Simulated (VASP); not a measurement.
# Zr3PdSe4 (Pm-3m) in VASP: notebook

The runs below take Zr3PdSe4 through single point, relaxation of cell and atoms, with PBE.

All numbers are computed with VASP 6.6.1; they aren't measurements. Logs are shortened: lines on timing, memory, paths and dates and some standing lists are left out, and cuts for length are marked.

### 1 The cell of the first run

It takes space group Pm-3m (No. 221, cubic). The conventional cell has a = 5.556 Å, b = 5.556 Å, c = 5.556 Å, α = 90.00°, β = 90.00°, γ = 90.00°. Zr (site symmetry 4/mmm) has 2 Pd at 2.78 Å and 4 Se at 2.78 Å within 3.7 Å. Pd (site symmetry m-3m) has 6 Zr at 2.78 Å within 3.7 Å. Se (site symmetry 4/mmm) has 4 Zr at 2.78 Å and 2 Se at 2.78 Å within 3.7 Å. Within 3.7 Å of Se (site symmetry m-3m) lie 6 Se at 2.78 Å.

The cell was generated, and may not be a known phase.

### 2 Single point, PBE

Input file INCAR:

```
PREC = Accurate
ENCUT = 520
EDIFF = 1E-6
ISMEAR = 0
SIGMA = 0.15
LREAL = F
LASPH = T
NELM = 80
ALGO = Normal
ISIF = 2
LWAVE = F
LCHARG = T
GGA = PE
LELF = T
LVHAR = T
NBANDS = 45
```

Input file KPOINTS:

```
regular mesh
0
Gamma
  2 2 2
```

Input file POSCAR:

```
Zr3PdSe4
1.0
    5.5555314272      0.0000000000      0.0000000000
    0.0000000000      5.5555314272      0.0000000000
    0.0000000000      0.0000000000      5.5555314272
Zr Pd Se
3 1 4
Direct
    0.5000000000      0.0000000000      0.0000000000
    0.0000000000      0.5000000000      0.0000000000
    0.0000000000      0.0000000000      0.5000000000
    0.0000000000      0.0000000000      0.0000000000
    0.0000000000      0.5000000000      0.5000000000
    0.5000000000      0.0000000000      0.5000000000
    0.5000000000      0.5000000000      0.0000000000
    0.5000000000      0.5000000000      0.5000000000
```

Potentials or basis: VASP PAW PBE potentials, release 64 (Zr_sv, Pd, Se).

The run is started by

```console
$ cat potpaw_PBE.64/Zr_sv/POTCAR potpaw_PBE.64/Pd/POTCAR potpaw_PBE.64/Se/POTCAR > POTCAR
$ mpirun -np 1 vasp_std > vasp.out
```

OUTCAR:

```text
PREC = Accurate
   ENCUT = 520
   EDIFF = 1E-6
   ISMEAR = 0
   LREAL = F
   LASPH = T
   NELM = 80
   ISIF = 2
   GGA = PE

 ion  position               nearest neighbor table
   1  0.500  0.000  0.000-   4 2.78   6 2.78   7 2.78   6 2.78   7 2.78   4 2.78
   2  0.000  0.500  0.000-   4 2.78   5 2.78   7 2.78   5 2.78   4 2.78   7 2.78
   3  0.000  0.000  0.500-   4 2.78   5 2.78   6 2.78   4 2.78   5 2.78   6 2.78
   4  0.000  0.000  0.000-   1 2.78   2 2.78   3 2.78   3 2.78   2 2.78   1 2.78
   5  0.000  0.500  0.500-   2 2.78   3 2.78   8 2.78   2 2.78   3 2.78   8 2.78
   6  0.500  0.000  0.500-   1 2.78   3 2.78   8 2.78   1 2.78   8 2.78   3 2.78
   7  0.500  0.500  0.000-   1 2.78   2 2.78   8 2.78   8 2.78   1 2.78   2 2.78
   8  0.500  0.500  0.500-   5 2.78   6 2.78   7 2.78   7 2.78   6 2.78   5 2.78

  LATTYP: Found a simple cubic cell.
 ALAT       =     5.5555314272

  Lattice vectors:

 A1 = (   5.5555314272,   0.0000000000,   0.0000000000)
 A2 = (   0.0000000000,   5.5555314272,   0.0000000000)
 A3 = (   0.0000000000,   0.0000000000,   5.5555314272)

Analysis of symmetry for initial positions (statically):
=====================================================================
 Subroutine PRICEL returns:
 Original cell was already a primitive cell.

 Routine SETGRP: Setting up the symmetry group for a
 simple cubic supercell.

 Subroutine GETGRP returns: Found 48 space group operations
 (whereof 48 operations were pure point group operations)
 out of a pool of 48 trial point group operations.

The static configuration has the point symmetry O_h .

Analysis of symmetry for dynamics (positions and initial velocities):
=====================================================================
 Subroutine PRICEL returns:
 Original cell was already a primitive cell.

 Routine SETGRP: Setting up the symmetry group for a
 simple cubic supercell.

 Subroutine GETGRP returns: Found 48 space group operations
 (whereof 48 operations were pure point group operations)
 out of a pool of 48 trial point group operations.

The dynamic configuration has the point symmetry O_h .

 Subroutine INISYM returns: Found 48 space group operations
 (whereof 48 operations are pure point group operations),
 and found     1 'primitive' translations

----------------------------------------------------------------------------------------

                                     Primitive cell
[... 87 lines left out ...]
   NFREE  =      0    steps in history (QN), initial steepest desc. (CG)
   ISIF   =      2    stress and relaxation
   ISYM   =      2    0-nonsym 1-usesym 2-fastsym
   POTIM  = 0.5000    time-step for ionic-motion
   TEBEG  =    0.0;   TEEND  =   0.0 temperature during run
   PSTRESS=    0.0 pullay stress
   NELECT =      70.0000    total number of electrons
   NUPDOWN=      -1.0000    fix difference up-down
   EMIN   =  10.00;   EMAX   =-10.00  energy-range for DOS
   EFERMI =   0.00;   METHOD = LEGACY
   ISMEAR =     0;   SIGMA  =   0.15  broadening in eV -4-tet -1-fermi 0-gaus
   EFERMI_NEDOS =   21; number of points for ismear=-14 and -15
   IALGO  =     38    algorithm
   IMIX   =      4    mixing-type and parameters
     AMIX     =   0.40;   BMIX     =  1.00
     AMIX_MAG =   1.60;   BMIX_MAG =  1.00
  volume/ion in A,a.u.               =      21.43       144.64
  Fermi-wavevector in a.u.,A,eV,Ry     =   1.214456  2.294990 20.067290  1.474904
  Thomas-Fermi vector in A             =   2.349875
   LORBIT       =      0    0 simple, 1 ext, 2 COOP (PROOUT), +10 PAW based schemes
   GGA     = PE    functional components
   LHFCALC =     F    Hartree Fock is set to
   AEXX    =    0.0000 exact exchange contribution
   IVDW    =     0    specifies the selected vdW correction
   LEPSILON=     F    determine dielectric tensor
   LRPA    =     F    only Hartree local field effects (RPA)
 non-spin polarized calculation
 Gauss-broadening in eV      SIGMA  =   0.15
  energy-cutoff  :      520.00
  volume of cell :      171.47
 maximum number of plane-waves:      4636
 NGX is ok and might be reduce to    42
   NGX = 21   NGY = 21   NGZ = 21

 number of electron      69.9999987 magnetization

 Free energy of the ion-electron system (eV)
  ---------------------------------------------------
  ext. energy  EPLUGINS =         0.00000000
  ---------------------------------------------------
  free energy    TOTEN  =       -50.11601285 eV

  energy without entropy =      -49.97455486  energy(sigma->0) =      -50.04528385

 E-fermi :   7.1308     XC(G=0): -10.7393

 val. band max:        7.0829001832   @ k =   0.5000   0.0000   0.0000
 cond. band min:       7.1555075149   @ k =   0.5000   0.0000   0.0000
 fundamental gap:      0.0726073317
 Fermi energy:         7.1308118621

 k-point     1 :       0.0000    0.0000    0.0000
  band No.  band energies     occupation
      1     -42.5317      2.00000
      2     -42.5221      2.00000
      3     -42.5221      2.00000
      4     -20.6502      2.00000
      5     -20.6502      2.00000
      6     -20.6502      2.00000
[... 181 lines left out ...]
     44       9.8550      0.00000
     45       9.8550      0.00000

------------------------ aborting loop because EDIFF is reached ----------------------------------------

  FORCE on cell =-STRESS in cart. coord.  units (eV):
  Direction    XX          YY          ZZ          XY          YZ          ZX
  --------------------------------------------------------------------------------------
  -------------------------------------------------------------------------------------
  Total        0.0343452      0.0343452      0.0343452      0.0000000     -0.0000000     -0.0000000
  in kB        0.3209219      0.3209219      0.3209219      0.0000000     -0.0000000     -0.0000000
  external PRESSURE =       0.3209219 kB  Pullay stress =       0.0000000 kB

 VOLUME and BASIS-vectors are now :
 -----------------------------------------------------------------------------
  energy-cutoff  :      520.00
  volume of cell :      171.47
      direct lattice vectors                 reciprocal lattice vectors
     5.555531427  0.000000000  0.000000000     0.180000782  0.000000000  0.000000000
     0.000000000  5.555531427  0.000000000     0.000000000  0.180000782  0.000000000
     0.000000000  0.000000000  5.555531427     0.000000000  0.000000000  0.180000782

 POSITION                                       TOTAL-FORCE (eV/Angst)
 -----------------------------------------------------------------------------------
      2.77777      0.00000      0.00000         0.000000      0.000000      0.000000
      0.00000      2.77777      0.00000         0.000000      0.000000      0.000000
      0.00000      0.00000      2.77777         0.000000      0.000000      0.000000
      0.00000      0.00000      0.00000         0.000000      0.000000      0.000000
      0.00000      2.77777      2.77777         0.000000      0.000000      0.000000
      2.77777      0.00000      2.77777         0.000000      0.000000      0.000000
      2.77777      2.77777      0.00000         0.000000      0.000000      0.000000
      2.77777      2.77777      2.77777         0.000000      0.000000      0.000000
 -----------------------------------------------------------------------------------
    total drift:                                0.000000      0.000000     -0.000000

  FREE ENERGIE OF THE ION-ELECTRON SYSTEM (eV)
  ---------------------------------------------------
  free  energy   TOTEN  =       -50.1160128484 eV

  energy  without entropy=      -49.9745548596  energy(sigma->0) =      -50.04528385
```

It took 56 s on 1 thread of Intel Xeon Platinum 8488C (Sapphire Rapids), shared host; peak memory 0.26 GiB.

What came out:

```yaml
Free_energy: -50.1160 eV
Pressure: 0.0 GPa
Band_gap_on_the_k_mesh: zero (bands 35 and 36 overlap by 1.65 eV)
```

Levels at points of the mesh, in eV from the Fermi level:
```tsv
k point	band 31	band 32	band 33	band 34	band 35	band 36	band 37	band 38	band 39	band 40
(0.00, 0.00, 0.00)	-2.64	-0.10	-0.10	-0.10	1.02	1.02	1.02	1.08	1.29	1.29
(0.50, 0.00, 0.00)	-1.99	-0.76	-0.05	0.02	0.03	0.03	0.74	1.12	1.12	1.30
(0.50, 0.50, 0.00)	-1.53	-1.15	-1.15	-0.91	-0.44	-0.44	1.09	1.15	1.18	1.74
(0.50, 0.50, 0.50)	-1.62	-1.51	-1.51	-1.51	-0.64	-0.64	-0.64	1.91	1.91	1.91
```

Caveat: the k points lie up to 0.57 Å⁻¹ apart, too coarse for converged energies and pressures of a metal.

### 3 Relaxation of cell and atoms, PBE

This run uses another cell than the first one, of 21.64 Å³/atom.

Input file INCAR:

```
ALGO = Normal ; EDIFF = 1E-6
EDIFFG = -0.08 ; ENCUT = 600
GGA = PE ; IBRION = 2
ISIF = 3 ; ISMEAR = 0
LASPH = T ; LCHARG = F
LREAL = F ; LWAVE = F
NELM = 100 ; NSW = 36
PREC = Accurate ; SIGMA = 0.15
```

Input file KPOINTS:

```
k-points
0
Gamma
  2 2 2
```

POSCAR, as its differences from that of step 2:

```diff
@@ -2,5 +2,5 @@
 1.0
-    5.5555314272      0.0000000000      0.0000000000
-    0.0000000000      5.5555314272      0.0000000000
-    0.0000000000      0.0000000000      5.5555314272
+    5.5733213000      0.0000000000      0.0000000000
+    0.0000000000      5.5733213000      0.0000000000
+    0.0000000000      0.0000000000      5.5733213000
 Zr Pd Se
```

Potentials or basis: VASP PAW PBE potentials, release 64 (Zr_sv, Pd, Se).

The run is started by

```console
$ cat potpaw_PBE.64/Zr_sv/POTCAR potpaw_PBE.64/Pd/POTCAR potpaw_PBE.64/Se/POTCAR > POTCAR
$ mpirun -np 1 vasp_std > vasp.out
```

Wall time 2.8 min (1 thread of Intel Xeon Platinum 8488C (Sapphire Rapids), shared host); peak memory 0.36 GiB.

It converged, with:

| Item | Value |
| --- | --- |
| Free energy | -50.1159 eV |
| Relaxed volume | 21.44 Å³/atom |
| Relaxed cell | a = 5.556 Å, b = 5.556 Å, c = 5.556 Å, α = 90.00°, β = 90.00°, γ = 90.00° |
| Space group after relaxing (to 0.1 Å) | Pm-3m (No. 221) |
| Energy gained by relaxing | 0.6 meV/atom |
| Ionic steps | 3 |
| Pressure after relaxing | 0.0 GPa |
| Band gap on the k mesh | zero (bands 35 and 36 overlap by 1.65 eV) |

The path:
| step | energy change (eV) | largest force (eV/Å) | pressure (GPa) | volume (Å³) |
| --- | --- | --- | --- | --- |
| 1 | 0.0000 | 0.0000 | -0.90 | 173.12 |
| 2 | -0.0008 | 0.0000 | 0.85 | 170.09 |
| 3 | -0.0045 | 0.0000 | 0.00 | 171.52 |

Final structure:
```
CELL_PARAMETERS angstrom
5.55614 0.00000 0.00000
0.00000 5.55614 0.00000
0.00000 0.00000 5.55614
ATOMIC_POSITIONS crystal
Zr 0.50000 0.00000 0.00000
Zr 0.00000 0.50000 0.00000
Zr 0.00000 0.00000 0.50000
Pd 0.00000 0.00000 0.00000
Se 0.00000 0.50000 0.50000
Se 0.50000 0.00000 0.50000
Se 0.50000 0.50000 0.00000
Se 0.50000 0.50000 0.50000
```

Levels at points of the mesh, in eV from the Fermi level:
```tsv
k point	band 31	band 32	band 33	band 34	band 35	band 36	band 37	band 38	band 39	band 40
(0.00, 0.00, 0.00)	-2.64	-0.10	-0.10	-0.10	1.01	1.01	1.01	1.08	1.28	1.28
(0.50, 0.00, 0.00)	-1.99	-0.76	-0.05	0.02	0.03	0.03	0.73	1.12	1.12	1.30
(0.50, 0.50, 0.00)	-1.53	-1.15	-1.15	-0.91	-0.44	-0.44	1.09	1.15	1.18	1.74
(0.50, 0.50, 0.50)	-1.62	-1.51	-1.51	-1.51	-0.64	-0.64	-0.64	1.91	1.91	1.91
```

Caveat: the k points lie up to 0.57 Å⁻¹ apart in the final cell, too coarse for converged energies and pressures of a metal.

The gap in the log of VASP goes by the Fermi energy; the results here count the filled bands.